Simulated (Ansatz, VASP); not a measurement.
# Be2CdO3 in VASP and in Ansatz

File INCAR:

```
SYSTEM = Be2CdO3
ALGO = Normal
EDIFF = 1E-7
EDIFFG = -0.08
ENCUT = 600
GGA = PE
GGA_COMPAT = .False.
IBRION = 2
ISIF = 3
ISMEAR = 0
LASPH = .True.
LCHARG = .False.
LREAL = .False.
LWAVE = .False.
NELM = 120
NELMIN = 4
NSW = 36
PREC = Accurate
SIGMA = 0.15
```

File KPOINTS:

```
k-points
0
Gamma
  4 4 2
  0 0 0
```

The input POSCAR:

```
Be2CdO3
1.0
    3.7597719500      0.0000000000      0.0000000000
   -1.8798859700      3.2560580200      0.0000000000
    0.0000000000      0.0000000000      5.9894376300
Be Cd O
2 1 3
Direct
    0.3333333300      0.6666666700      0.2521899900
    0.6666666700      0.3333333300      0.7478100100
    0.0000000000      0.0000000000      0.0000000000
    0.3333333300      0.6666666700      0.6439999900
    0.6666666700      0.3333333300      0.3560000100
    0.0000000000      0.0000000000      0.5000000000
```

Input for Ansatz:

```yaml
crystal:
  lattice:
    - [3.75977195, 0.0, 0.0]
    - [-1.87988597, 3.25605802, 0.0]
    - [0.0, 0.0, 5.98943763]
  atoms:
    - { symbol: Be, position: [0.33333333, 0.66666667, 0.25218999] }
    - { symbol: Be, position: [0.66666667, 0.33333333, 0.74781001] }
    - { symbol: Cd, position: [0.0, 0.0, 0.0] }
    - { symbol: O, position: [0.33333333, 0.66666667, 0.64399999] }
    - { symbol: O, position: [0.66666667, 0.33333333, 0.35600001] }
    - { symbol: O, position: [0.0, 0.0, 0.5] }
basis:
  ecutwfc: 420
kpoints:
  mp_grid: { grid: [4, 4, 2] }
hamiltonian:
  xc: pbe
scf:
  occupations: { method: gaussian, width: 0.15 }
  lower_state_search: "off"
output:
  forces: true
  stress: true
  eigenvalues: true
relax:
  adjacent_minimum: "off"
  f_tol: 0.08
  max_steps: 16
  cell: { stress_tol: 0.8 }
```

Change from the starting cell: species swapped into the Li3PrBi2 type (P-3m1, No. 164).

Alike in both runs: task relaxation of cell and atoms; functional PBE; k mesh 4 × 4 × 2; occupations gaussian, width 0.15 eV; no spin polarisation.

|  | VASP | Ansatz |
| --- | --- | --- |
| version | VASP 6.6.1 | Ansatz 0.2.0 |
| potentials or method | VASP PAW PBE potentials, release 64 (Be, Cd, O), cutoff 600 eV | scalar-relativistic, plane waves, PAW |
| valence electrons in the cell | 34 | 42 |

VASP gave:

- gap on the k mesh at the Fermi level, each at its own relaxed structure (eV): 1.76
- relaxed volume (Å³/atom): 8.41
- relaxed length of the cell vector where the two differ most in proportion (Å): 2.817

Problem. Which values does Ansatz return?

Solution. gap on the k mesh at the Fermi level, each at its own relaxed structure (eV): 1.80; relaxed volume (Å³/atom): 8.38; relaxed length of the cell vector where the two differ most in proportion (Å): 2.808.

VASP's potentials hold 34 valence electrons a cell and Ansatz's 42, so a difference there can come from the potentials and not from the codes.

The k mesh is coarse, so the values compare programs but aren't converged. Noted on VASP's run: the volume moved by over 15 % at a fixed basis, so the end points are rough.
